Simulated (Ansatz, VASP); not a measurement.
## LiCoAs: VASP beside Ansatz

File INCAR:

```
  ALGO = Normal
  EDIFF = 1E-8
  ENCUT = 520
  ISIF = 2
  ISMEAR = -1
  LASPH = T
  LCHARG = F
  LEFG = T
  LREAL = F
  LWAVE = F
  NBANDS = 26
  NELM = 60
  PREC = Accurate
  SIGMA = 0.05
```

KPOINTS

```
k-points
0
Gamma
  8 8 5
```

The input POSCAR:

```
LiCoAs
1.0
    3.7325305027      0.0000000000      0.0000000000
    0.0000000000      3.7325305027      0.0000000000
    0.0000000000      0.0000000000      6.1621754215
Li Co As
2 2 2
Direct
    0.0000000000      0.5000000000      0.6708414200
    0.5000000000      0.0000000000      0.3291585800
    0.5000000000      0.5000000000      0.0000000000
    0.0000000000      0.0000000000      0.0000000000
    0.5000000000      0.0000000000      0.7721379400
    0.0000000000      0.5000000000      0.2278620600
```

Input for Ansatz:

```yaml
crystal:
  lattice:
    - [3.7325305027, 0.0, 0.0]
    - [0.0, 3.7325305027, 0.0]
    - [0.0, 0.0, 6.1621754215]
  atoms:
    - { symbol: Li, position: [0.0, 0.5, 0.67084142] }
    - { symbol: Li, position: [0.5, 0.0, 0.32915858] }
    - { symbol: Co, position: [0.5, 0.5, 0.0] }
    - { symbol: Co, position: [0.0, 0.0, 0.0] }
    - { symbol: As, position: [0.5, 0.0, 0.77213794] }
    - { symbol: As, position: [0.0, 0.5, 0.22786206] }
kpoints:
  mp_grid: { grid: [8, 8, 5] }
scf:
  occupations: { method: fermi_dirac, width: 0.05 }
hamiltonian:
  xc: lda
  pseudopotentials: { kind: paw }
output:
  forces: true
  stress: true
  eigenvalues: true
  efg: { contact_densities: true }
```

Change from the starting cell: volume scaled by 1.02, PAW files.

Alike in both runs: task electric field gradients; functional LDA; k mesh 8 × 8 × 5; occupations fermi-dirac, width 0.05 eV; no spin polarisation.

|  | VASP | Ansatz |
| --- | --- | --- |
| version | VASP 6.6.1 | Ansatz 0.2.0 |
| potentials or method | VASP PAW LDA potentials, release 64 (Li_sv, Co, As) | PAW with Ansatz's default frozen-core files, scalar-relativistic |
| plane-wave cutoff (eV) | 520 | 420 |
| valence electrons in the cell | 34 | 70 |

|  | VASP | Ansatz | Ansatz less VASP |
| --- | --- | --- | --- |
| rms of the force components (eV/Å) | 0.183 | 0.191 | +0.0075 |
| size of Vzz on the site where it differs most (V/Å²) | 51.1 | 53.7 | +2.62 |

LDA's correlation is that of Perdew and Zunger in VASP and of Perdew and Wang (1992) in Ansatz. Atom by atom the forces differ by 0.008 eV/Å (rms over components). VASP's potentials hold 34 valence electrons a cell and Ansatz's 70, so a difference there can come from the potentials and not from the codes.

Noted on VASP's run: the cutoff is under 1.25 times that of the potentials, so the pressure is a little rough.
